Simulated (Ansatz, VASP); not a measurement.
One calculation of Hg, two programs

```
Hg
1.0
     5.41316    0.00000    0.00000
    -2.70658    4.68793    0.00000
     0.00000    0.00000   17.61857
Hg
4
Direct
  0.00000 0.00000 0.00000
  0.00000 0.00000 0.50000
  0.33333 0.66667 0.25000
  0.66667 0.33333 0.75000
```

Alike in both runs: task single point; functional RPBE; k mesh 8 × 8 × 2; occupations fermi-dirac, width 0.1 eV; no spin polarisation.

|  | VASP | Ansatz |
| --- | --- | --- |
| version | VASP 6.6.1 | Ansatz 0.2.0 |
| potentials or method | VASP PAW PBE potentials, release 64 (Hg), cutoff 520 eV | plane waves (420 eV) with PAW, scalar-relativistic |
| valence electrons in the cell | 48 | 80 |

|  | VASP | Ansatz | Ansatz less VASP |
| --- | --- | --- | --- |
| pressure (GPa) | 0.0 | 0.0 | +0.02 |

VASP's potentials were made for PBE, not for RPBE. VASP's potentials hold 48 valence electrons a cell and Ansatz's 80, so a difference there can come from the potentials and not from the codes.

Neither program's run includes spin-orbit coupling.
